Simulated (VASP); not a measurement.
# Si6O11 (a cell with a defect) in VASP: notebook

Runs on Si6O11 (a cell with a defect). Level: PBE+D3(BJ). Tasks: single point.

Everything below comes from runs of VASP 6.6.1. Logs are shortened: lines on timing, memory, paths and dates and some standing lists are left out, and cuts for length are marked.

### Step 1. The cell of the first run

The cell holds a defect, 17 atoms: a = 4.915 Å, b = 5.421 Å, c = 8.513 Å, α = 90.00°, β = 90.00°, γ = 90.00°.

### Step 2. Single point, PBE+D3(BJ)

INCAR

```
PREC = Accurate
ENCUT = 520
EDIFF = 1E-6
ISMEAR = 0
SIGMA = 0.05
LREAL = Auto
LASPH = True
NELM = 100
ALGO = Normal
ISIF = 2
LWAVE = False
LCHARG = True
GGA = PE
IVDW = 12
LELF = True
LVHAR = True
NBANDS = 59
NELECT = 88.0
```

KPOINTS

```
regular mesh
0
Gamma
  4 4 2
```

POSCAR

```
Si6O11
1.0
   -2.4573906087      4.2563253884      0.0000000000
    0.0000000000      0.0000000000      5.4210324304
    7.3721718262      4.2563253883      0.0000000000
Si O
6 11
Direct
    0.7669799462      0.6666666667      0.2330200538
    0.2669799462      0.6666666667      0.7330200538
    0.9660401075      0.3333333333      0.5000000000
    0.4660401075      0.3333333333      0.0000000000
    0.2669799462      0.0000000000      0.2669799462
    0.7669799462      0.0000000000      0.7669799462
    0.2730030153      0.2203350802      0.1370425925
    0.7730030153      0.2203350802      0.6370425925
    0.0690623811      0.8870017469      0.7949771961
    0.6579346037      0.5536684135      0.0679802114
    0.1579346037      0.5536684135      0.5679802114
    0.0690623811      0.7796649198      0.2050228039
    0.5690623811      0.7796649198      0.7050228039
    0.4253375136     -0.0666608534      0.3825047578
    0.6579346037      0.1129982531      0.9320197886
    0.7730030153      0.4463315865      0.3629574075
    0.2730030153      0.4463315865      0.8629574075
```

Potentials or basis: VASP PAW PBE potentials, release 64 (Si, O).

Command:

```console
cat potpaw_PBE.64/Si/POTCAR potpaw_PBE.64/O/POTCAR > POTCAR
mpirun -np 1 vasp_std > vasp.out
```

OUTCAR:

```text
PREC = Accurate
   ENCUT = 520
   EDIFF = 1E-6
   ISMEAR = 0
   LREAL = Auto
   LASPH = True
   NELM = 100
   ISIF = 2
   GGA = PE
   IVDW = 12
   NELECT = 88.0
 IVDW          = 12

 ion  position               nearest neighbor table
   1  0.767  0.667  0.233-  12 1.62  10 1.62  16 1.63  14 2.56   5 3.06   5 3.06   3 3.06   4 3.06

   2  0.267  0.667  0.733-  13 1.62  11 1.62  17 1.63   9 1.63   6 3.06   6 3.06   4 3.06   3 3.06

   3  0.966  0.333  0.500-   8 1.62  16 1.62  11 1.63   6 3.06   1 3.06   5 3.06   2 3.06
   4  0.466  0.333  0.000-   7 1.62  17 1.62  15 1.63  10 1.63   5 3.06   2 3.06   6 3.06   1 3.06

   5  0.267  0.000  0.267-  14 1.31   7 1.63  12 1.63   4 3.06   1 3.06   1 3.06   3 3.06
   6  0.767  0.000  0.767-  15 1.62   9 1.62   8 1.63  13 1.63   3 3.06   2 3.06   2 3.06   4 3.06

   7  0.273  0.220  0.137-   4 1.62   5 1.63
   8  0.773  0.220  0.637-   3 1.62   6 1.63
   9  0.069  0.887  0.795-   6 1.62   2 1.63
  10  0.658  0.554  0.068-   1 1.62   4 1.63
  11  0.158  0.554  0.568-   2 1.62   3 1.63
  12  0.069  0.780  0.205-   1 1.62   5 1.63
  13  0.569  0.780  0.705-   2 1.62   6 1.63
  14  0.425  0.933  0.383-   5 1.31   1 2.56
  15  0.658  0.113  0.932-   6 1.62   4 1.63
  16  0.773  0.446  0.363-   3 1.62   1 1.63
  17  0.273  0.446  0.863-   4 1.62   2 1.63

  LATTYP: Found a simple orthorhombic cell.
 ALAT       =     4.9147812175
 B/A-ratio  =     1.1030058492
 C/A-ratio  =     1.7320508076

  Lattice vectors:

 A1 = (  -2.4573906087,   4.2563253884,   0.0000000000)
 A2 = (   0.0000000000,   0.0000000000,   5.4210324304)
 A3 = (   7.3721718262,   4.2563253883,   0.0000000000)

Analysis of symmetry for initial positions (statically):
=====================================================================
 Subroutine PRICEL returns:
 Original cell was already a primitive cell.

 Routine SETGRP: Setting up the symmetry group for a
 simple orthorhombic supercell.

 Subroutine GETGRP returns: Found  1 space group operations
 (whereof  1 operations were pure point group operations)
 out of a pool of  8 trial point group operations.

The static configuration has the point symmetry C_1 .

Analysis of symmetry for dynamics (positions and initial velocities):
=====================================================================
 Subroutine PRICEL returns:
 Original cell was already a primitive cell.

 Routine SETGRP: Setting up the symmetry group for a
 simple orthorhombic supercell.

 Subroutine GETGRP returns: Found  1 space group operations
 (whereof  1 operations were pure point group operations)
 out of a pool of  8 trial point group operations.

The dynamic configuration has the point symmetry C_1 .

 Subroutine INISYM returns: Found  1 space group operations
 (whereof  1 operations are pure point group operations),
 and found     1 'primitive' translations

----------------------------------------------------------------------------------------

                                     Primitive cell

  volume of cell :     226.8042

  direct lattice vectors                    reciprocal lattice vectors
    -2.457390609  4.256325388  0.000000000    -0.101733928  0.176208333  0.000000000
     0.000000000  0.000000000  5.421032430     0.000000000  0.000000000  0.184466707
     7.372171826  4.256325388  0.000000000     0.101733928  0.058736111  0.000000000

  length of vectors
     4.914781217  5.421032430  8.512650777     0.203467857  0.184466707  0.117472222

  position of ions in fractional coordinates (direct lattice)
     0.766979946  0.666666667  0.233020054
     0.266979946  0.666666667  0.733020054
     0.966040107  0.333333333  0.500000000
     0.466040107  0.333333333  0.000000000
     0.266979946  0.000000000  0.266979946
     0.766979946  0.000000000  0.766979946
[... 9 lines left out ...]
     0.773003015  0.446331587  0.362957407
     0.273003015  0.446331587  0.862957407

  ion indices of the primitive-cell ions
   primitive index   ion index
                 1           1
                 2           2
                 3           3
                 4           4
                 5           5
                 6           6
[... 9 lines left out ...]
                16          16
                17          17

----------------------------------------------------------------------------------------

 KPOINTS: regular mesh

Automatic generation of k-mesh.
 Grid dimensions read from file:
 generate k-points for:    4    4    2

 Generating k-lattice:

  Cartesian coordinates                     Fractional coordinates (reciprocal lattice)
    -0.025433482  0.044052083  0.000000000     0.250000000  0.000000000 -0.000000000
     0.000000000  0.000000000  0.046116677     0.000000000  0.250000000  0.000000000
     0.050866964  0.029368055  0.000000000     0.000000000  0.000000000  0.500000000

  Length of vectors
     0.050866964  0.046116677  0.058736111

  Shift w.r.t. Gamma in fractional coordinates (k-lattice)
[... 42 lines left out ...]
   ISIF   =      2    stress and relaxation
   ISYM   =      2    0-nonsym 1-usesym 2-fastsym
   POTIM  = 0.5000    time-step for ionic-motion
   TEBEG  =    0.0;   TEEND  =   0.0 temperature during run
   PSTRESS=    0.0 pullay stress
   NELECT =      88.0000    total number of electrons
   NUPDOWN=      -1.0000    fix difference up-down
   EMIN   =  10.00;   EMAX   =-10.00  energy-range for DOS
   EFERMI =   0.00;   METHOD = LEGACY
   ISMEAR =     0;   SIGMA  =   0.05  broadening in eV -4-tet -1-fermi 0-gaus
   EFERMI_NEDOS =   21; number of points for ismear=-14 and -15
   IALGO  =     38    algorithm
   IMIX   =      4    mixing-type and parameters
     AMIX     =   0.40;   BMIX     =  1.00
     AMIX_MAG =   1.60;   BMIX_MAG =  1.00
  volume/ion in A,a.u.               =      13.34        90.03
  Fermi-wavevector in a.u.,A,eV,Ry     =   1.194040  2.256408 19.398241  1.425730
  Thomas-Fermi vector in A             =   2.330039
   LORBIT       =      0    0 simple, 1 ext, 2 COOP (PROOUT), +10 PAW based schemes
   GGA     = PE    functional components
   LHFCALC =     F    Hartree Fock is set to
   AEXX    =    0.0000 exact exchange contribution
   IVDW    =    12    specifies the selected vdW correction
   LEPSILON=     F    determine dielectric tensor
   LRPA    =     F    only Hartree local field effects (RPA)
 non-spin polarized calculation
 Gauss-broadening in eV      SIGMA  =   0.05
  energy-cutoff  :      520.00
  volume of cell :      226.80
 maximum number of plane-waves:      6164
 NGX is ok and might be reduce to    40
   NGX = 19   NGY = 21   NGZ = 31

 number of electron      88.0000024 magnetization

 Free energy of the ion-electron system (eV)
  ---------------------------------------------------
  ext. energy  EPLUGINS =         0.00000000
  ---------------------------------------------------
  free energy    TOTEN  =      -129.92472211 eV

  energy without entropy =     -129.92002328  energy(sigma->0) =     -129.92237270

 E-fermi :   1.4789     XC(G=0):  -8.9095

 val. band max:        1.4521607646   @ k =   0.0000   0.5000   0.5000
 cond. band min:       1.5107652534   @ k =   0.0000   0.0000   0.5000
 fundamental gap:      0.0586044888
 Fermi energy:         1.4788804393

 k-point     1 :       0.0000    0.0000    0.0000
  band No.  band energies     occupation
      1     -18.7830      2.00000
      2     -18.1601      2.00000
      3     -17.7322      2.00000
      4     -17.5772      2.00000
      5     -17.3160      2.00000
      6     -17.0109      2.00000
[... 48 lines left out ...]
     55      10.7229      0.00000
     56      11.4034      0.00000

 k-point     2 :       0.2500    0.0000   -0.0000
  band No.  band energies     occupation
      1     -18.7054      2.00000
      2     -18.2014      2.00000
      3     -17.7566      2.00000
      4     -17.5568      2.00000
      5     -17.2882      2.00000
      6     -17.0785      2.00000
[... 48 lines left out ...]
     55      10.9565      0.00000
     56      11.3123      0.00000
[... 1001 lines left out ...]
     55      10.7349      0.00000
     56      11.0642      0.00000

 k-point    20 :       0.5000    0.5000    0.5000
  band No.  band energies     occupation
      1     -18.6103      2.00000
      2     -18.2265      2.00000
      3     -17.6869      2.00000
      4     -17.5211      2.00000
      5     -17.3012      2.00000
      6     -17.1971      2.00000
[... 48 lines left out ...]
     55      10.9005      0.00000
     56      11.2856      0.00000
 [bands above 56 left out]

------------------------ aborting loop because EDIFF is reached ----------------------------------------

 Edisp (eV)   -2.43503

 E8    (eV) :    -0.8350

  FORCE on cell =-STRESS in cart. coord.  units (eV):
  Direction    XX          YY          ZZ          XY          YZ          ZX
  --------------------------------------------------------------------------------------
  -------------------------------------------------------------------------------------
  Total     -18.43278     9.55514   -16.47357    11.49792    -5.28185    -6.74414
  in kB    -130.21184    67.49887  -116.37170    81.22296   -37.31174   -47.64159
  external pressure =      -59.69 kB  Pullay stress =        0.00 kB

 VOLUME and BASIS-vectors are now :
 -----------------------------------------------------------------------------
  energy-cutoff  :      520.00
  volume of cell :      226.80
      direct lattice vectors                 reciprocal lattice vectors
    -2.457390609  4.256325388  0.000000000    -0.101733928  0.176208333  0.000000000
     0.000000000  0.000000000  5.421032430     0.000000000  0.000000000  0.184466707
     7.372171826  4.256325388  0.000000000     0.101733928  0.058736111  0.000000000

 POSITION                                       TOTAL-FORCE (eV/Angst)
 -----------------------------------------------------------------------------------
     -0.16691      4.25633      3.61402        -1.648128      0.185728     -1.793058
      4.74788      4.25633      3.61402         1.007158      1.539693      0.372269
      1.31215      6.23994      1.80701         3.441308      0.110727      3.107955
     -1.14524      1.98362      1.80701        -1.537963     -1.492935     -0.228400
      1.31215      2.27271      0.00000       -10.141075    -21.496574      6.411102
      3.76954      6.52903      0.00000         0.983652      0.398828     -1.520874
[... 9 lines left out ...]
      0.77621      4.83502      2.41958        -0.128410     -0.064156     -0.386998
      5.69100      4.83502      2.41958         0.145387      0.175803     -0.139095
 -----------------------------------------------------------------------------------
    total drift:                                0.000941     -0.004032      0.002749

  FREE ENERGIE OF THE ION-ELECTRON SYSTEM (eV)
  ---------------------------------------------------
  free  energy   TOTEN  =      -132.3597496389 eV

  energy  without entropy=     -132.3550508062  energy(sigma->0) =     -132.35740022
```

It took 9.3 min on 1 thread of Intel Xeon 8259CL, shared host; peak memory 0.39 GiB.

What came out:

```yaml
Free_energy: -132.3597 eV
Largest_force: 24.618 eV/Å
Dispersion_energy_per_atom: -0.143 eV
```

Forces on the atoms (eV/Å):
```
Si   -1.648   0.186  -1.793
Si    1.007   1.540   0.372
Si    3.441   0.111   3.108
Si   -1.538  -1.493  -0.228
Si  -10.141 -21.497   6.411
Si    0.984   0.399  -1.521
O     1.961   0.478  -1.006
O    -2.085  -0.066   0.226
O    -0.376  -0.207   0.027
O     1.336   1.199   1.762
O    -1.407  -1.385  -1.586
O     1.215  -1.610   0.645
O    -0.178   0.019   0.036
O     6.935  22.029  -6.329
O     0.476   0.185   0.401
O    -0.128  -0.064  -0.387
O     0.145   0.176  -0.139
```

Levels at points of the mesh, in eV from the Fermi level:
```tsv
k point	band 40	band 41	band 42	band 43	band 44	band 45	band 46	band 47	band 48	band 49
(0.00, 0.00, 0.00)	-1.26	-1.00	-0.78	-0.48	-0.11	-0.05	2.43	5.07	6.12	6.41
(0.50, 0.00, 0.00)	-1.23	-1.13	-0.79	-0.27	-0.17	0.64	2.17	5.16	5.89	6.93
(0.00, 0.50, 0.00)	-1.33	-1.12	-0.64	-0.54	-0.04	0.53	1.97	5.12	6.42	6.76
(0.50, 0.50, 0.00)	-1.18	-0.98	-0.66	-0.60	-0.55	0.29	2.66	5.22	5.93	6.62
(0.00, 0.00, 0.50)	-1.20	-0.97	-0.78	-0.45	-0.06	0.03	2.37	4.94	6.11	6.66
(0.50, 0.00, 0.50)	-1.30	-1.07	-0.78	-0.30	-0.17	0.59	2.18	5.17	5.86	6.97
(0.00, 0.50, 0.50)	-1.29	-1.16	-0.65	-0.56	-0.03	0.58	1.94	5.12	6.34	6.89
(0.50, 0.50, 0.50)	-1.16	-0.95	-0.65	-0.56	-0.49	0.20	2.67	5.20	5.94	6.77
```

Caveat: the k points lie up to 0.37 Å⁻¹ apart; the cell carries a net charge on a neutralising background, which shifts energy and pressure; the cell differs from its parent crystal (atoms taken out, atom 14 moved 0.625 of the way to it and +0.375 Å across, host rigid); the cell is charged against a uniform background, so pressure and absolute levels hang on convention.

### Step 3. Single point, PBE+D3(BJ)

INCAR

```
PREC     = Accurate       # precision mode
ENCUT    = 520            # plane-wave cutoff, eV
EDIFF    = 1E-6           # SCF threshold, eV
ISMEAR   = 0              # smearing method
SIGMA    = 0.05           # smearing width, eV
LREAL    = Auto         
LASPH    = True           # aspherical terms in the spheres
NELM     = 60             # most SCF steps
ALGO     = Normal         # electronic algorithm
ISIF     = 2              # what is computed and relaxed
LWAVE    = False          # write WAVECAR
LCHARG   = False          # write CHGCAR
GGA      = PE             # functional
IVDW     = 12             # dispersion correction
NELECT   = 88.0         
NBANDS   = 59             # bands
```

KPOINTS is that of step 2.

POSCAR, as its differences from that of step 2:

```diff
@@ -21,3 +21,3 @@
     0.5690623811      0.7796649198      0.7050228039
-    0.4253375136     -0.0666608534      0.3825047578
+    0.1648999697      0.0873907264      0.4561108483
     0.6579346037      0.1129982531      0.9320197886
```

Potentials or basis: VASP PAW PBE potentials, release 64 (Si, O).

Command:

```console
cat potpaw_PBE.64/Si/POTCAR potpaw_PBE.64/O/POTCAR > POTCAR
mpirun -np 1 vasp_std > vasp.out
```

Wall time 12 min (1 thread of Intel Xeon 8259CL, shared host); peak memory 0.39 GiB.

The run converged. Its results:

- Free energy: -136.4314 eV
- Largest force: 3.364 eV/Å
- Dispersion energy per atom: -0.142 eV

Forces in eV/Å, atoms in the order of the input:
```
Si  -0.986  0.257 -2.264
Si  -0.028 -0.178 -0.097
Si   0.873  1.747 -0.118
Si  -1.447 -0.940 -0.306
Si   2.676 -0.740  1.585
Si  -0.079  0.077 -0.020
O    1.219  0.815 -0.964
O   -0.092 -0.262  0.042
O    0.121  0.148 -0.007
O    0.671  0.710  1.231
O   -0.344 -0.333 -0.162
O    0.141  0.250  0.572
O   -0.164  0.099  0.045
O   -3.156 -1.127 -0.293
O    0.594  0.160  0.306
O   -0.333 -0.883  0.561
O    0.334  0.201 -0.109
```

Levels at points of the mesh, in eV from the Fermi level:
| k point | band 40 | band 41 | band 42 | band 43 | band 44 | band 45 | band 46 | band 47 | band 48 | band 49 |
| --- | --- | --- | --- | --- | --- | --- | --- | --- | --- | --- |
| (0.00, 0.00, 0.00) | -0.86 | -0.81 | -0.59 | -0.24 | -0.16 | -0.03 | 4.47 | 6.26 | 6.84 | 7.21 |
| (0.50, 0.00, 0.00) | -0.95 | -0.66 | -0.46 | -0.05 | 0.00 | 0.56 | 3.57 | 6.66 | 6.86 | 7.59 |
| (0.00, 0.50, 0.00) | -0.99 | -0.88 | -0.34 | -0.26 | -0.11 | 0.02 | 4.17 | 6.78 | 7.30 | 8.24 |
| (0.50, 0.50, 0.00) | -0.76 | -0.59 | -0.57 | -0.52 | -0.31 | 0.51 | 3.74 | 6.37 | 7.10 | 7.89 |
| (0.00, 0.00, 0.50) | -0.87 | -0.75 | -0.48 | -0.27 | -0.12 | -0.02 | 4.47 | 6.20 | 6.90 | 7.47 |
| (0.50, 0.00, 0.50) | -0.92 | -0.65 | -0.45 | -0.07 | -0.01 | 0.56 | 3.59 | 6.64 | 6.80 | 7.65 |
| (0.00, 0.50, 0.50) | -1.00 | -0.83 | -0.49 | -0.32 | -0.03 | 0.03 | 4.18 | 6.85 | 7.22 | 8.25 |
| (0.50, 0.50, 0.50) | -0.78 | -0.61 | -0.53 | -0.36 | -0.23 | 0.43 | 3.73 | 6.40 | 7.09 | 7.95 |

Caveat: the k points lie up to 0.37 Å⁻¹ apart; the cell carries a net charge on a neutralising background, which shifts energy and pressure; the cell differs from its parent crystal (atoms taken out, atom 14 moved 0.000 of the way to it and +0.250 Å across, host rigid); the cell is charged against a uniform background, so pressure and absolute levels hang on convention.

### Step 4. Single point, PBE+D3(BJ)

INCAR

```
ALGO = Normal
EDIFF = 1E-6
ENCUT = 520
GGA = PE
ISIF = 2
ISMEAR = 0
IVDW = 12
LASPH = T
LCHARG = F
LREAL = Auto
LWAVE = F
NBANDS = 59
NELECT = 88.0
NELM = 80
PREC = Accurate
SIGMA = 0.05
```

KPOINTS

```
k-points
0
Gamma
  4 4 2
```

POSCAR, as its differences from that of step 3:

```diff
@@ -21,3 +21,3 @@
     0.5690623811      0.7796649198      0.7050228039
-    0.1648999697      0.0873907264      0.4561108483
+    0.5760277471     -0.1386057799      0.3190682558
     0.6579346037      0.1129982531      0.9320197886
```

Command:

```console
cat potpaw_PBE.64/Si/POTCAR potpaw_PBE.64/O/POTCAR > POTCAR
mpirun -np 1 vasp_std > vasp.out
```

Run time: 18 min. Hardware: 1 thread of Intel Xeon 8259CL, shared host; peak memory 0.39 GiB.

The run converged. Its results:

| Item | Value |
| --- | --- |
| Free energy | -136.5906 eV |
| Largest force | 4.955 eV/Å |
| Dispersion energy per atom | -0.142 eV |

Forces in eV/Å, atoms in the order of the input:
```
Si  -1.281 -0.938 -1.218
Si   0.954  1.238  0.191
Si   2.083 -0.847  2.501
Si  -1.463  0.096  0.816
Si  -3.185  1.384 -1.978
Si   0.911  0.388 -1.099
O    2.224  0.453 -1.048
O   -1.591  0.024  0.000
O   -0.369 -0.099  0.021
O    0.373  0.424  0.408
O   -1.212 -0.836 -1.110
O    0.428  1.022  1.103
O   -0.235 -0.161  0.050
O    1.953 -3.160  3.280
O    0.231 -0.011  0.137
O    0.106  1.065 -1.833
O    0.072 -0.040 -0.222
```

Levels at points of the mesh, in eV from the Fermi level:
| k point | band 40 | band 41 | band 42 | band 43 | band 44 | band 45 | band 46 | band 47 | band 48 | band 49 |
| --- | --- | --- | --- | --- | --- | --- | --- | --- | --- | --- |
| (0.00, 0.00, 0.00) | -0.91 | -0.89 | -0.70 | -0.24 | -0.09 | -0.02 | 4.03 | 6.40 | 6.75 | 6.94 |
| (0.50, 0.00, 0.00) | -1.01 | -0.68 | -0.60 | -0.21 | -0.04 | 0.11 | 3.82 | 6.42 | 7.07 | 8.17 |
| (0.00, 0.50, 0.00) | -0.90 | -0.83 | -0.52 | -0.32 | -0.06 | 0.16 | 3.83 | 6.41 | 6.91 | 8.01 |
| (0.50, 0.50, 0.00) | -0.96 | -0.89 | -0.60 | -0.55 | -0.41 | 0.14 | 4.01 | 6.60 | 7.25 | 8.52 |
| (0.00, 0.00, 0.50) | -0.92 | -0.82 | -0.70 | -0.24 | -0.06 | 0.06 | 3.93 | 6.44 | 6.90 | 7.21 |
| (0.50, 0.00, 0.50) | -0.92 | -0.68 | -0.58 | -0.22 | -0.05 | 0.08 | 3.84 | 6.43 | 7.12 | 7.98 |
| (0.00, 0.50, 0.50) | -0.86 | -0.84 | -0.57 | -0.38 | -0.04 | 0.18 | 3.82 | 6.47 | 6.90 | 7.97 |
| (0.50, 0.50, 0.50) | -0.96 | -0.80 | -0.58 | -0.50 | -0.29 | 0.04 | 3.99 | 6.67 | 7.30 | 8.37 |

Caveat: the k points lie up to 0.37 Å⁻¹ apart; the cell carries a net charge on a neutralising background, which shifts energy and pressure; the cell differs from its parent crystal (atoms taken out, atom 14 moved 1.000 of the way to it and +0.250 Å across, host rigid); the cell is charged against a uniform background, so pressure and absolute levels hang on convention.
